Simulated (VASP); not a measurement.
# InSb (F-43m) in VASP: single point with PBEsol

Aim: the single point of InSb with PBEsol.

Program: VASP 6.6.1. These are calculated values, not measurements. Logs are shortened: lines on timing, memory, paths and dates and some standing lists are left out, and cuts for length are marked.

## 1. The cell of the first run

The structure is cubic, space group F-43m (No. 216). Conventional cell: a = 6.563 Å, b = 6.563 Å, c = 6.563 Å, α = 90.00°, β = 90.00°, γ = 90.00°. Within 3.7 Å of In (site symmetry -43m) lie 4 Sb at 2.84 Å. Sb (site symmetry -43m) has 4 In at 2.84 Å within 3.7 Å.

## 2. Single point, PBEsol (35.34 Å³/atom)

INCAR reads:

```
PREC = Accurate
ENCUT = 520
EDIFF = 1E-7
ISMEAR = -1
SIGMA = 0.05
LREAL = F
LASPH = T
NELM = 80
ALGO = Normal
ISIF = 2
LWAVE = F
LCHARG = F
GGA = PS
NBANDS = 16
```

KPOINTS reads:

```
regular mesh
0
Gamma
  9 9 9
```

POSCAR reads:

```
InSb
1.0
    0.0000000000      3.2817246249      3.2817246249
    3.2817246249      0.0000000000      3.2817246249
    3.2817246249      3.2817246249      0.0000000000
In Sb
1 1
Direct
    0.0000000000      0.0000000000      0.0000000000
    0.7500000000      0.7500000000      0.7500000000
```

Potentials or basis: VASP PAW PBE potentials, release 64 (In_d, Sb).

Command:

```console
> cat potpaw_PBE.64/In_d/POTCAR potpaw_PBE.64/Sb/POTCAR > POTCAR
> mpirun -np 1 vasp_std > vasp.out
```

OUTCAR:

```text
PREC = Accurate
   ENCUT = 520
   EDIFF = 1E-7
   ISMEAR = -1
   LREAL = F
   LASPH = T
   NELM = 80
   ISIF = 2
   GGA = PS

 ion  position               nearest neighbor table
   1  0.000  0.000  0.000-   2 2.84   2 2.84   2 2.84   2 2.84
   2  0.750  0.750  0.750-   1 2.84   1 2.84   1 2.84   1 2.84

  LATTYP: Found a face centered cubic cell.
 ALAT       =     6.5634492498

  Lattice vectors:

 A1 = (   0.0000000000,   3.2817246249,   3.2817246249)
 A2 = (   3.2817246249,   0.0000000000,   3.2817246249)
 A3 = (   3.2817246249,   3.2817246249,   0.0000000000)

Analysis of symmetry for initial positions (statically):
=====================================================================
 Subroutine PRICEL returns:
 Original cell was already a primitive cell.

 Routine SETGRP: Setting up the symmetry group for a
 face centered cubic supercell.

 Subroutine GETGRP returns: Found 24 space group operations
 (whereof 24 operations were pure point group operations)
 out of a pool of 48 trial point group operations.

The static configuration has the point symmetry T_d .

Analysis of symmetry for dynamics (positions and initial velocities):
=====================================================================
 Subroutine PRICEL returns:
 Original cell was already a primitive cell.

 Routine SETGRP: Setting up the symmetry group for a
 face centered cubic supercell.

 Subroutine GETGRP returns: Found 24 space group operations
 (whereof 24 operations were pure point group operations)
 out of a pool of 48 trial point group operations.

The dynamic configuration has the point symmetry T_d .

 Subroutine INISYM returns: Found 24 space group operations
 (whereof 24 operations are pure point group operations),
 and found     1 'primitive' translations

----------------------------------------------------------------------------------------

                                     Primitive cell

  volume of cell :      70.6865

  direct lattice vectors                    reciprocal lattice vectors
     0.000000000  3.281724625  3.281724625    -0.152358914  0.152358914  0.152358914
     3.281724625  0.000000000  3.281724625     0.152358914 -0.152358914  0.152358914
     3.281724625  3.281724625  0.000000000     0.152358914  0.152358914 -0.152358914

  length of vectors
     4.641059473  4.641059473  4.641059473     0.263893380  0.263893380  0.263893380

  position of ions in fractional coordinates (direct lattice)
     0.000000000  0.000000000  0.000000000
     0.750000000  0.750000000  0.750000000

  ion indices of the primitive-cell ions
   primitive index   ion index
                 1           1
                 2           2

----------------------------------------------------------------------------------------

 KPOINTS: regular mesh

Automatic generation of k-mesh.
 Grid dimensions read from file:
 generate k-points for:    9    9    9

 Generating k-lattice:

  Cartesian coordinates                     Fractional coordinates (reciprocal lattice)
    -0.016928768  0.016928768  0.016928768     0.111111111  0.000000000  0.000000000
     0.016928768 -0.016928768  0.016928768     0.000000000  0.111111111  0.000000000
     0.016928768  0.016928768 -0.016928768     0.000000000  0.000000000  0.111111111

  Length of vectors
     0.029321487  0.029321487  0.029321487

  Shift w.r.t. Gamma in fractional coordinates (k-lattice)
     0.000000000  0.000000000  0.000000000

 Subroutine IBZKPT returns following result:
 ===========================================

 Found     35 irreducible k-points:

 Following reciprocal coordinates:
            Coordinates               Weight
  0.000000  0.000000  0.000000      1.000000
  0.111111  0.000000  0.000000      8.000000
  0.222222  0.000000  0.000000      8.000000
  0.333333  0.000000  0.000000      8.000000
  0.444444  0.000000  0.000000      8.000000
  0.111111  0.111111  0.000000      6.000000
[... 16 lines left out ...]
 -0.333333  0.333333  0.000000     12.000000
  0.444444  0.444444  0.000000      6.000000
 [... further k-points ...]
   k-points           NKPTS =     35   k-points in BZ     NKDIM =     35   number of bands    NBANDS=     16
   number of dos      NEDOS =    301   number of ions     NIONS =      2
   total plane-waves  NPLWV =  46656
   dimension x,y,z NGX =    36 NGY =   36 NGZ =   36
   dimension x,y,z NGXF=    72 NGYF=   72 NGZF=   72
   ions per type =               1   1
   NGX,Y,Z   is equivalent  to a cutoff of  12.90, 12.90, 12.90 a.u.
   NGXF,Y,Z  is equivalent  to a cutoff of  25.79, 25.79, 25.79 a.u.
 SYSTEM =  unknown system
   PREC   = accura    normal or accurate (medium, high low for compatibility)
   ISTART =      0    job   : 0-new  1-cont  2-samecut
   ICHARG =      2    charge: 1-file 2-atom 10-const
   ISPIN  =      1    spin polarized calculation?
   LNONCOLLINEAR =      F non collinear calculations
   LSORBIT =      F    spin-orbit coupling
   LASPH  =      T    aspherical Exc in radial PAW
   ENCUT  =  520.0 eV  38.22 Ry    6.18 a.u.   8.63  8.63  8.63*2*pi/ulx,y,z
   NELM   =     80;   NELMIN=  2; NELMDL= -5     # of ELM steps
   EDIFF  = 0.1E-06   stopping-criterion for ELM
   LREAL  =      F    real-space projection
   EDIFFG = 0.1E-05   stopping-criterion for IOM
   NSW    =      0    number of steps for IOM
   IBRION =     -1    ionic relax: 0-MD 1-quasi-New 2-CG
   NFREE  =      0    steps in history (QN), initial steepest desc. (CG)
   ISIF   =      2    stress and relaxation
   ISYM   =      2    0-nonsym 1-usesym 2-fastsym
   POTIM  = 0.5000    time-step for ionic-motion
   TEBEG  =    0.0;   TEEND  =   0.0 temperature during run
   PSTRESS=    0.0 pullay stress
   NELECT =      18.0000    total number of electrons
   NUPDOWN=      -1.0000    fix difference up-down
   EMIN   =  10.00;   EMAX   =-10.00  energy-range for DOS
   EFERMI =   0.00;   METHOD = LEGACY
   ISMEAR =    -1;   SIGMA  =   0.05  broadening in eV -4-tet -1-fermi 0-gaus
   EFERMI_NEDOS =   21; number of points for ismear=-14 and -15
   IALGO  =     38    algorithm
   IMIX   =      4    mixing-type and parameters
     AMIX     =   0.40;   BMIX     =  1.00
     AMIX_MAG =   1.60;   BMIX_MAG =  1.00
  volume/ion in A,a.u.               =      35.34       238.51
  Fermi-wavevector in a.u.,A,eV,Ry     =   1.037656  1.960886 14.649809  1.076731
  Thomas-Fermi vector in A             =   2.172104
   LORBIT       =      0    0 simple, 1 ext, 2 COOP (PROOUT), +10 PAW based schemes
   GGA     = PS    functional components
   LHFCALC =     F    Hartree Fock is set to
   AEXX    =    0.0000 exact exchange contribution
   IVDW    =     0    specifies the selected vdW correction
   LEPSILON=     F    determine dielectric tensor
   LRPA    =     F    only Hartree local field effects (RPA)
 non-spin polarized calculation
  energy-cutoff  :      520.00
  volume of cell :       70.69
 maximum number of plane-waves:      1932
   NGX = 17   NGY = 17   NGZ = 17

 number of electron      18.0000000 magnetization

 Free energy of the ion-electron system (eV)
  ---------------------------------------------------
  ext. energy  EPLUGINS =         0.00000000
  ---------------------------------------------------
  free energy    TOTEN  =        -7.69528129 eV

  energy without entropy =       -7.69482836  energy(sigma->0) =       -7.69505482

 E-fermi :   4.6195     XC(G=0):  -8.7039

 val. band max:        4.5615500313   @ k =   0.0000   0.0000   0.0000
 cond. band min:       4.9858426848   @ k =   0.4444   0.0000   0.0000
 fundamental gap:      0.4242926536
 Fermi energy:         4.6194626345

 k-point     1 :       0.0000    0.0000    0.0000
  band No.  band energies     occupation
      1      -9.9004      2.00000
      2      -9.9004      2.00000
      3      -9.9004      2.00000
      4      -9.8244      2.00000
      5      -9.8244      2.00000
      6      -5.9465      2.00000
[... 8 lines left out ...]
     15      12.7661      0.00000
     16      12.7661      0.00000

 k-point     2 :       0.1111    0.0000    0.0000
  band No.  band energies     occupation
      1      -9.9054      2.00000
      2      -9.8981      2.00000
      3      -9.8981      2.00000
      4      -9.8245      2.00000
      5      -9.8245      2.00000
      6      -5.8402      2.00000
[... 8 lines left out ...]
     15      12.0630      0.00000
     16      12.0630      0.00000

 k-point     3 :       0.2222    0.0000    0.0000
  band No.  band energies     occupation
      1      -9.9179      2.00000
      2      -9.8927      2.00000
      3      -9.8927      2.00000
      4      -9.8245      2.00000
      5      -9.8245      2.00000
      6      -5.5375      2.00000
[... 8 lines left out ...]
     15      11.7387      0.00000
     16      11.7387      0.00000

 k-point     4 :       0.3333    0.0000    0.0000
  band No.  band energies     occupation
      1      -9.9319      2.00000
      2      -9.8873      2.00000
      3      -9.8873      2.00000
      4      -9.8239      2.00000
      5      -9.8239      2.00000
      6      -5.1053      2.00000
[... 8 lines left out ...]
     15      12.2037      0.00000
     16      12.2037      0.00000

 k-point     5 :       0.4444    0.0000    0.0000
  band No.  band energies     occupation
      1      -9.9409      2.00000
      2      -9.8842      2.00000
      3      -9.8842      2.00000
      4      -9.8229      2.00000
      5      -9.8229      2.00000
      6      -4.7300      2.00000
[... 8 lines left out ...]
     15      13.2568      0.00000
     16      13.2568      0.00000

 k-point     6 :       0.1111    0.1111    0.0000
  band No.  band energies     occupation
      1      -9.9096      2.00000
      2      -9.8960      2.00000
      3      -9.8960      2.00000
      4      -9.8259      2.00000
      5      -9.8234      2.00000
      6      -5.8045      2.00000
[... 8 lines left out ...]
     15      11.2634      0.00000
     16      12.8898      0.00000

 k-point     7 :       0.2222    0.1111    0.0000
  band No.  band energies     occupation
      1      -9.9202      2.00000
      2      -9.8915      2.00000
      3      -9.8905      2.00000
      4      -9.8273      2.00000
      5      -9.8226      2.00000
      6      -5.5658      2.00000
[... 8 lines left out ...]
     15      11.8796      0.00000
     16      12.5709      0.00000

 k-point     8 :       0.3333    0.1111    0.0000
  band No.  band energies     occupation
      1      -9.9327      2.00000
      2      -9.8867      2.00000
      3      -9.8848      2.00000
      4      -9.8275      2.00000
      5      -9.8220      2.00000
      6      -5.1697      2.00000
[... 8 lines left out ...]
     15      12.1542      0.00000
     16      12.7978      0.00000

 k-point     9 :       0.4444    0.1111    0.0000
  band No.  band energies     occupation
      1      -9.9421      2.00000
      2      -9.8833      2.00000
      3      -9.8815      2.00000
      4      -9.8260      2.00000
      5      -9.8218      2.00000
      6      -4.7507      2.00000
[... 8 lines left out ...]
     15      13.0326      0.00000
     16      13.6275      0.00000
[... 172 lines left out ...]
 k-point    19 :      -0.2222    0.2222    0.0000
  band No.  band energies     occupation
      1      -9.9377      2.00000
      2      -9.8839      2.00000
      3      -9.8823      2.00000
      4      -9.8265      2.00000
      5      -9.8236      2.00000
      6      -4.9460      2.00000
[... 8 lines left out ...]
     15      12.8335      0.00000
     16      13.6683      0.00000

 k-point    20 :       0.3333    0.3333    0.0000
  band No.  band energies     occupation
      1      -9.9551      2.00000
      2      -9.8716      2.00000
      3      -9.8716      2.00000
      4      -9.8364      2.00000
      5      -9.8182      2.00000
      6      -4.7891      2.00000
[... 8 lines left out ...]
     15      13.8535      0.00000
     16      14.4678      0.00000

 k-point    21 :       0.4444    0.3333    0.0000
  band No.  band energies     occupation
      1      -9.9620      2.00000
      2      -9.8684      2.00000
      3      -9.8674      2.00000
      4      -9.8374      2.00000
      5      -9.8178      2.00000
      6      -4.4414      2.00000
[... 8 lines left out ...]
     15      14.3561      0.00000
     16      14.4791      0.00000

 k-point    22 :      -0.4444    0.3333    0.0000
  band No.  band energies     occupation
      1      -9.9616      2.00000
      2      -9.8703      2.00000
      3      -9.8671      2.00000
      4      -9.8349      2.00000
      5      -9.8196      2.00000
      6      -4.1949      2.00000
[... 8 lines left out ...]
     15      13.3750      0.00000
     16      15.0636      0.00000

 k-point    23 :      -0.3333    0.3333    0.0000
  band No.  band energies     occupation
      1      -9.9555      2.00000
      2      -9.8747      2.00000
      3      -9.8709      2.00000
      4      -9.8304      2.00000
      5      -9.8226      2.00000
      6      -4.2538      2.00000
[... 8 lines left out ...]
     15      12.2565      0.00000
     16      15.3407      0.00000

 k-point    24 :       0.4444    0.4444    0.0000
  band No.  band energies     occupation
      1      -9.9697      2.00000
      2      -9.8629      2.00000
      3      -9.8629      2.00000
      4      -9.8405      2.00000
      5      -9.8164      2.00000
      6      -4.2082      2.00000
[... 8 lines left out ...]
     15      14.5469      0.00000
     16      14.9457      0.00000

 [... further k-points ...]

------------------------ aborting loop because EDIFF is reached ----------------------------------------

  FORCE on cell =-STRESS in cart. coord.  units (eV):
  Direction    XX          YY          ZZ          XY          YZ          ZX
  --------------------------------------------------------------------------------------
  -------------------------------------------------------------------------------------
  Total       -0.3595829     -0.3595829     -0.3595829      0.0000000      0.0000000      0.0000000
  in kB       -8.1502933     -8.1502933     -8.1502933      0.0000000      0.0000000      0.0000000
  external PRESSURE =      -8.1502933 kB  Pullay stress =       0.0000000 kB

 VOLUME and BASIS-vectors are now :
 -----------------------------------------------------------------------------
  energy-cutoff  :      520.00
  volume of cell :       70.69
      direct lattice vectors                 reciprocal lattice vectors
     0.000000000  3.281724625  3.281724625    -0.152358914  0.152358914  0.152358914
     3.281724625  0.000000000  3.281724625     0.152358914 -0.152358914  0.152358914
     3.281724625  3.281724625  0.000000000     0.152358914  0.152358914 -0.152358914

 POSITION                                       TOTAL-FORCE (eV/Angst)
 -----------------------------------------------------------------------------------
      0.00000      0.00000      0.00000        -0.000000     -0.000000      0.000000
      4.92259      4.92259      4.92259         0.000000      0.000000     -0.000000
 -----------------------------------------------------------------------------------
    total drift:                                0.000000      0.000000      0.000000

  FREE ENERGIE OF THE ION-ELECTRON SYSTEM (eV)
  ---------------------------------------------------
  free  energy   TOTEN  =        -7.6952812900 eV

  energy  without entropy=       -7.6948283597  energy(sigma->0) =       -7.69505482
```

Wall time 68 s (1 thread of Intel Xeon 8259CL, shared host); peak memory 0.22 GiB.

What came out:

```
Free energy            : -7.6953 eV
Pressure               : -0.8 GPa
Band gap on the k mesh : zero (filled and empty bands touch)
```

Levels at points of the mesh, in eV from the Fermi level:
| k point | band 5 | band 6 | band 7 | band 8 | band 9 | band 10 | band 11 | band 12 | band 13 | band 14 |
| --- | --- | --- | --- | --- | --- | --- | --- | --- | --- | --- |
| (0.00, 0.00, 0.00) | -14.44 | -10.57 | -0.54 | -0.06 | -0.06 | -0.06 | 2.88 | 2.88 | 2.88 | 5.47 |

Caveat: semilocal functionals underestimate gaps, so a narrow gap can read as zero; the PAW data sets were made with another functional, which shifts forces and pressure a little; spin-orbit coupling is left out, which moves the levels of the heavy elements.
